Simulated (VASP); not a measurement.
# K3Pd (Pm-3m) in VASP: further runs

The runs below take K3Pd through single point, with PBE.

Program: VASP 6.6.1. These are calculated values, not measurements. Logs are shortened: lines on timing, memory, paths and dates and some standing lists are left out, and cuts for length are marked.

## Step 1: The cell of the first run

The structure is cubic, space group Pm-3m (No. 221). Conventional cell: a = 5.445 Å, b = 5.445 Å, c = 5.445 Å, α = 90.00°, β = 90.00°, γ = 90.00°. Within 5.1 Å of K (site symmetry 4/mmm) lie 8 K at 3.85 Å and 4 Pd at 3.85 Å. Pd (site symmetry m-3m) has 12 K at 3.85 Å within 5.1 Å.

## Step 2: Single point, PBE

INCAR reads:

```
PREC = Accurate
ENCUT = 520
EDIFF = 1E-6
ISMEAR = -1
SIGMA = 0.3
LREAL = False
LASPH = True
NELM = 80
ALGO = Normal
ISIF = 2
LWAVE = False
LCHARG = False
GGA = PE
NBANDS = 26
```

KPOINTS reads:

```
Automatic mesh
0
Gamma
  5 5 5
```

POSCAR reads:

```
K3Pd
1.0
    5.4450130000      0.0000000000      0.0000000000
    0.0000000000      5.4450130000      0.0000000000
    0.0000000000      0.0000000000      5.4450130000
K Pd
3 1
Direct
    0.5000000000      0.5000000000      0.0000000000
    0.5000000000      0.0000000000      0.5000000000
    0.0000000000      0.5000000000      0.5000000000
    0.0000000000      0.0000000000      0.0000000000
```

Potentials or basis: VASP PAW PBE potentials, release 64 (K_sv, Pd).

The run is started by

```bash
> cat potpaw_PBE.64/K_sv/POTCAR potpaw_PBE.64/Pd/POTCAR > POTCAR
> mpirun -np 1 vasp_std > vasp.out
```

OUTCAR:

```text
PREC = Accurate
   ENCUT = 520
   EDIFF = 1E-6
   ISMEAR = -1
   LREAL = False
   LASPH = True
   NELM = 80
   ISIF = 2
   GGA = PE

 ion  position               nearest neighbor table
   1  0.500  0.500  0.000-
   2  0.500  0.000  0.500-
   3  0.000  0.500  0.500-
   4  0.000  0.000  0.000-

  LATTYP: Found a simple cubic cell.
 ALAT       =     5.4450130000

  Lattice vectors:

 A1 = (   5.4450130000,   0.0000000000,   0.0000000000)
 A2 = (   0.0000000000,   5.4450130000,   0.0000000000)
 A3 = (   0.0000000000,   0.0000000000,   5.4450130000)

Analysis of symmetry for initial positions (statically):
=====================================================================
 Subroutine PRICEL returns:
 Original cell was already a primitive cell.

 Routine SETGRP: Setting up the symmetry group for a
 simple cubic supercell.

 Subroutine GETGRP returns: Found 48 space group operations
 (whereof 48 operations were pure point group operations)
 out of a pool of 48 trial point group operations.

The static configuration has the point symmetry O_h .

Analysis of symmetry for dynamics (positions and initial velocities):
=====================================================================
 Subroutine PRICEL returns:
 Original cell was already a primitive cell.

 Routine SETGRP: Setting up the symmetry group for a
 simple cubic supercell.

 Subroutine GETGRP returns: Found 48 space group operations
 (whereof 48 operations were pure point group operations)
 out of a pool of 48 trial point group operations.

The dynamic configuration has the point symmetry O_h .

 Subroutine INISYM returns: Found 48 space group operations
 (whereof 48 operations are pure point group operations),
 and found     1 'primitive' translations

----------------------------------------------------------------------------------------

                                     Primitive cell

  volume of cell :     161.4347

  direct lattice vectors                    reciprocal lattice vectors
     5.445013000  0.000000000  0.000000000     0.183654291  0.000000000  0.000000000
     0.000000000  5.445013000  0.000000000     0.000000000  0.183654291  0.000000000
[... 68 lines left out ...]
   ISPIN  =      1    spin polarized calculation?
   LNONCOLLINEAR =      F non collinear calculations
   LSORBIT =      F    spin-orbit coupling
   LASPH  =      T    aspherical Exc in radial PAW
   ENCUT  =  520.0 eV  38.22 Ry    6.18 a.u.  10.12 10.12 10.12*2*pi/ulx,y,z
   NELM   =     80;   NELMIN=  2; NELMDL= -5     # of ELM steps
   EDIFF  = 0.1E-05   stopping-criterion for ELM
   LREAL  =      F    real-space projection
   EDIFFG = 0.1E-04   stopping-criterion for IOM
   NSW    =      0    number of steps for IOM
   IBRION =     -1    ionic relax: 0-MD 1-quasi-New 2-CG
   NFREE  =      0    steps in history (QN), initial steepest desc. (CG)
   ISIF   =      2    stress and relaxation
   ISYM   =      2    0-nonsym 1-usesym 2-fastsym
   POTIM  = 0.5000    time-step for ionic-motion
   TEBEG  =    0.0;   TEEND  =   0.0 temperature during run
   PSTRESS=    0.0 pullay stress
   NELECT =      37.0000    total number of electrons
   NUPDOWN=      -1.0000    fix difference up-down
   EMIN   =  10.00;   EMAX   =-10.00  energy-range for DOS
   EFERMI =   0.00;   METHOD = LEGACY
   ISMEAR =    -1;   SIGMA  =   0.30  broadening in eV -4-tet -1-fermi 0-gaus
   EFERMI_NEDOS =   21; number of points for ismear=-14 and -15
   IALGO  =     38    algorithm
   IMIX   =      4    mixing-type and parameters
     AMIX     =   0.40;   BMIX     =  1.00
     AMIX_MAG =   1.60;   BMIX_MAG =  1.00
  volume/ion in A,a.u.               =      40.36       272.35
  Fermi-wavevector in a.u.,A,eV,Ry     =   1.001866  1.893253 13.656662  1.003736
  Thomas-Fermi vector in A             =   2.134316
   LORBIT       =      0    0 simple, 1 ext, 2 COOP (PROOUT), +10 PAW based schemes
   GGA     = PE    functional components
   LHFCALC =     F    Hartree Fock is set to
   AEXX    =    0.0000 exact exchange contribution
   IVDW    =     0    specifies the selected vdW correction
   LEPSILON=     F    determine dielectric tensor
   LRPA    =     F    only Hartree local field effects (RPA)
 non-spin polarized calculation
  energy-cutoff  :      520.00
  volume of cell :      161.43
 maximum number of plane-waves:      4385
   NGX = 21   NGY = 21   NGZ = 21

 number of electron      37.0000014 magnetization

 Free energy of the ion-electron system (eV)
  ---------------------------------------------------
  ext. energy  EPLUGINS =         0.00000000
  ---------------------------------------------------
  free energy    TOTEN  =        -7.87362629 eV

  energy without entropy =       -7.15828152  energy(sigma->0) =       -7.51595390

 E-fermi :   1.2628     XC(G=0):  -7.3675

 val. band max:        1.0403156257   @ k =   0.4000   0.2000   0.2000
 cond. band min:       1.2998126970   @ k =   0.4000   0.4000   0.0000
 fundamental gap:      0.2594970713
 Fermi energy:         1.2627651284

 k-point     1 :       0.0000    0.0000    0.0000
  band No.  band energies     occupation
      1     -30.4738      2.00000
      2     -30.4220      2.00000
      3     -30.4220      2.00000
      4     -14.1322      2.00000
      5     -14.1322      2.00000
      6     -14.1322      2.00000
[... 279 lines left out ...]
     25       3.8841      0.00032
     26       6.1417      0.00000

------------------------ aborting loop because EDIFF is reached ----------------------------------------

  FORCE on cell =-STRESS in cart. coord.  units (eV):
  Direction    XX          YY          ZZ          XY          YZ          ZX
  --------------------------------------------------------------------------------------
  -------------------------------------------------------------------------------------
  Total        0.2185393      0.2185393      0.2185393     -0.0000000      0.0000000      0.0000000
  in kB        2.1689191      2.1689191      2.1689191     -0.0000000      0.0000000      0.0000000
  external PRESSURE =       2.1689191 kB  Pullay stress =       0.0000000 kB

 VOLUME and BASIS-vectors are now :
 -----------------------------------------------------------------------------
  energy-cutoff  :      520.00
  volume of cell :      161.43
      direct lattice vectors                 reciprocal lattice vectors
     5.445013000  0.000000000  0.000000000     0.183654291  0.000000000  0.000000000
     0.000000000  5.445013000  0.000000000     0.000000000  0.183654291  0.000000000
     0.000000000  0.000000000  5.445013000     0.000000000  0.000000000  0.183654291

 POSITION                                       TOTAL-FORCE (eV/Angst)
 -----------------------------------------------------------------------------------
      2.72251      2.72251      0.00000         0.000000      0.000000      0.000000
      2.72251      0.00000      2.72251         0.000000      0.000000      0.000000
      0.00000      2.72251      2.72251         0.000000      0.000000      0.000000
      0.00000      0.00000      0.00000         0.000000      0.000000      0.000000
 -----------------------------------------------------------------------------------
    total drift:                               -0.000000      0.000000     -0.000000

  FREE ENERGIE OF THE ION-ELECTRON SYSTEM (eV)
  ---------------------------------------------------
  free  energy   TOTEN  =        -7.8736262863 eV

  energy  without entropy=       -7.1582815174  energy(sigma->0) =       -7.51595390
```

OSZICAR:

```text
N       E                     dE             d eps       ncg     rms          rms(c)
DAV:   1     0.262477807415E+03    0.26248E+03   -0.16183E+04   520   0.120E+03
DAV:   2     0.993864438720E+01   -0.25254E+03   -0.24550E+03   586   0.342E+02
DAV:   3    -0.798596213051E+01   -0.17925E+02   -0.17643E+02   812   0.733E+01
DAV:   4    -0.875246019387E+01   -0.76650E+00   -0.76160E+00   750   0.138E+01
DAV:   5    -0.878875831909E+01   -0.36298E-01   -0.36290E-01   776   0.220E+00    0.489E+00
DAV:   6    -0.810771938937E+01    0.68104E+00   -0.44298E+00   582   0.694E+00    0.639E+00
DAV:   7    -0.794997336272E+01    0.15775E+00   -0.12476E+00   660   0.429E+00    0.288E+00
DAV:   8    -0.793511428798E+01    0.14859E-01   -0.62958E-01   592   0.216E+00    0.211E+00
DAV:   9    -0.787425515035E+01    0.60859E-01   -0.24085E-01   616   0.193E+00    0.491E-01
DAV:  10    -0.787356451837E+01    0.69063E-03   -0.16267E-02   650   0.543E-01    0.114E-01
DAV:  11    -0.787358479084E+01   -0.20272E-04   -0.14797E-03   754   0.128E-01    0.395E-02
DAV:  12    -0.787367712383E+01   -0.92333E-04   -0.19984E-04   656   0.734E-02    0.533E-02
DAV:  13    -0.787362578392E+01    0.51340E-04   -0.18446E-04   508   0.497E-02    0.521E-03
DAV:  14    -0.787362668764E+01   -0.90372E-06   -0.11682E-05   604   0.146E-02    0.488E-03
DAV:  15    -0.787362628634E+01    0.40129E-06   -0.24619E-06   570   0.583E-03
   1 F= -.78736263E+01 E0= -.75159539E+01  d E =-.715345E+00
```

stdout:

```text
POSCAR found type information on POSCAR K Pd
 POSCAR found :  2 types and       4 ions
 scaLAPACK will be used
 LDA part: xc-table for (Slater+PW92), standard interpolation
 POSCAR, INCAR and KPOINTS ok, starting setup
 FFT: planning ... GRIDC
 FFT: planning ... GRID_SOFT
 FFT: planning ... GRID
 WAVECAR not read
 entering main loop
```

It took 86 s on 1 thread of Intel Xeon 8259CL, shared host; peak memory 0.24 GiB.

What came out:

```yaml
Free_energy: -7.8736 eV
Pressure: 0.2 GPa
Band_gap_on_the_k_mesh: zero (an odd number of electrons rules out a gap without spin polarisation)
```

Levels at points of the mesh, in eV from the Fermi level:
| k point | band 15 | band 16 | band 17 | band 18 | band 19 | band 20 | band 21 | band 22 |
| --- | --- | --- | --- | --- | --- | --- | --- | --- |
| (0.00, 0.00, 0.00) | -1.46 | -1.32 | -1.32 | -1.32 | 0.25 | 2.73 | 2.73 | 2.73 |

Caveat: so wide a smearing shifts energies and pressures.

## Step 3: Single point, PBE

INCAR reads:

```
ALGO = Normal
EDIFF = 1E-6
ENCUT = 520
GGA = PE
ISIF = 2
ISMEAR = -1
LASPH = T
LCHARG = F
LREAL = F
LWAVE = F
NBANDS = 26
NELM = 80
PREC = Accurate
SIGMA = 0.2
```

KPOINTS reads:

```
k-points
0
Gamma
  5 5 5
```

POSCAR is that of step 2.

Potentials or basis: VASP PAW PBE potentials, release 64 (K_sv, Pd).

The run is started by

```bash
> cat potpaw_PBE.64/K_sv/POTCAR potpaw_PBE.64/Pd/POTCAR > POTCAR
> mpirun -np 1 vasp_std > vasp.out
```

It took 73 s on 1 thread of Intel Xeon 8259CL, shared host; peak memory 0.25 GiB.

The run converged. Its results:

```yaml
Free_energy: -7.6854 eV
Pressure: 0.0 GPa
Band_gap_on_the_k_mesh: zero (an odd number of electrons rules out a gap without spin polarisation)
```

Levels at points of the mesh, in eV from the Fermi level:
```tsv
k point	band 15	band 16	band 17	band 18	band 19	band 20	band 21	band 22
(0.00, 0.00, 0.00)	-1.32	-1.17	-1.17	-1.17	0.25	2.76	2.76	2.76
```

## Step 4: Single point, PBE

INCAR reads:

```
SYSTEM = K3Pd
ALGO = Normal
EDIFF = 1E-6
ENCUT = 520
GGA = PE
ISIF = 2
ISMEAR = -1
LASPH = .True.
LCHARG = .False.
LREAL = .False.
LWAVE = .False.
NBANDS = 26
NELM = 60
PREC = Accurate
SIGMA = 0.1
```

KPOINTS reads:

```
k-points
0
Gamma
  5 5 5
  0 0 0
```

POSCAR is that of step 3.

Potentials or basis: VASP PAW PBE potentials, release 64 (K_sv, Pd).

The run is started by

```bash
> cat potpaw_PBE.64/K_sv/POTCAR potpaw_PBE.64/Pd/POTCAR > POTCAR
> mpirun -np 1 vasp_std > vasp.out
```

OUTCAR:

```text
SYSTEM = K3Pd
   EDIFF = 1E-6
   ENCUT = 520
   GGA = PE
   ISIF = 2
   ISMEAR = -1
   LASPH = .True.
   LREAL = .False.
   NELM = 60
   PREC = Accurate

 ion  position               nearest neighbor table
   1  0.500  0.500  0.000-
   2  0.500  0.000  0.500-
   3  0.000  0.500  0.500-
   4  0.000  0.000  0.000-

  LATTYP: Found a simple cubic cell.
 ALAT       =     5.4450130000
[... 467 lines left out ...]

  FORCE on cell =-STRESS in cart. coord.  units (eV):
  Direction    XX          YY          ZZ          XY          YZ          ZX
  --------------------------------------------------------------------------------------
  -------------------------------------------------------------------------------------
  Total       -0.0340376     -0.0340376     -0.0340376     -0.0000000      0.0000000     -0.0000000
  in kB       -0.3378097     -0.3378097     -0.3378097     -0.0000000      0.0000000     -0.0000000
  external PRESSURE =      -0.3378097 kB  Pullay stress =       0.0000000 kB

 VOLUME and BASIS-vectors are now :
 -----------------------------------------------------------------------------
  energy-cutoff  :      520.00
  volume of cell :      161.43
      direct lattice vectors                 reciprocal lattice vectors
     5.445013000  0.000000000  0.000000000     0.183654291  0.000000000  0.000000000
     0.000000000  5.445013000  0.000000000     0.000000000  0.183654291  0.000000000
     0.000000000  0.000000000  5.445013000     0.000000000  0.000000000  0.183654291

 POSITION                                       TOTAL-FORCE (eV/Angst)
 -----------------------------------------------------------------------------------
      2.72251      2.72251      0.00000         0.000000      0.000000      0.000000
      2.72251      0.00000      2.72251         0.000000      0.000000      0.000000
      0.00000      2.72251      2.72251         0.000000      0.000000      0.000000
      0.00000      0.00000      0.00000         0.000000      0.000000      0.000000
 -----------------------------------------------------------------------------------
    total drift:                               -0.000000     -0.000000     -0.000000

  FREE ENERGIE OF THE ION-ELECTRON SYSTEM (eV)
  ---------------------------------------------------
  free  energy   TOTEN  =        -7.5861935732 eV

  energy  without entropy=       -7.5230186427  energy(sigma->0) =       -7.55460611
```

OSZICAR:

```text
N       E                     dE             d eps       ncg     rms          rms(c)
DAV:   1     0.262749335034E+03    0.26275E+03   -0.16183E+04   520   0.120E+03
DAV:   2     0.101895795663E+02   -0.25256E+03   -0.24560E+03   586   0.342E+02
DAV:   3    -0.773927458837E+01   -0.17929E+02   -0.17599E+02   812   0.732E+01
DAV:   4    -0.853055106969E+01   -0.79128E+00   -0.78717E+00   750   0.138E+01
DAV:   5    -0.856665042131E+01   -0.36099E-01   -0.36093E-01   776   0.220E+00    0.479E+00
DAV:   6    -0.776519816169E+01    0.80145E+00   -0.43703E+00   582   0.695E+00    0.541E+00
DAV:   7    -0.764212946655E+01    0.12307E+00   -0.83564E-01   756   0.362E+00    0.295E+00
DAV:   8    -0.759274030747E+01    0.49389E-01   -0.33263E-01   608   0.164E+00    0.103E+00
DAV:   9    -0.758990865073E+01    0.28317E-02   -0.12199E-01   634   0.141E+00    0.443E-01
DAV:  10    -0.758595133732E+01    0.39573E-02   -0.23489E-02   610   0.571E-01    0.720E-02
DAV:  11    -0.758618298392E+01   -0.23165E-03   -0.22481E-03   772   0.151E-01    0.491E-02
DAV:  12    -0.758626253220E+01   -0.79548E-04   -0.13420E-04   702   0.594E-02    0.488E-02
DAV:  13    -0.758619218198E+01    0.70350E-04   -0.32215E-04   596   0.647E-02    0.523E-03
DAV:  14    -0.758619341674E+01   -0.12348E-05   -0.19694E-05   642   0.154E-02    0.134E-03
DAV:  15    -0.758619357316E+01   -0.15642E-06   -0.48888E-07   474   0.283E-03
   1 F= -.75861936E+01 E0= -.75546061E+01  d E =-.631749E-01
```

stdout:

```text
POSCAR found type information on POSCAR K Pd
 POSCAR found :  2 types and       4 ions
 scaLAPACK will be used
 LDA part: xc-table for (Slater+PW92), standard interpolation
 POSCAR, INCAR and KPOINTS ok, starting setup
 FFT: planning ... GRIDC
 FFT: planning ... GRID_SOFT
 FFT: planning ... GRID
 WAVECAR not read
 entering main loop
```

Run time: 68 s. Hardware: 1 thread of Intel Xeon 8259CL, shared host; peak memory 0.25 GiB.

Results:

| Item | Value |
| --- | --- |
| Free energy | -7.5862 eV |
| Pressure | 0.0 GPa |
| Band gap on the k mesh | zero (an odd number of electrons rules out a gap without spin polarisation) |

[end of part 1 of 2]
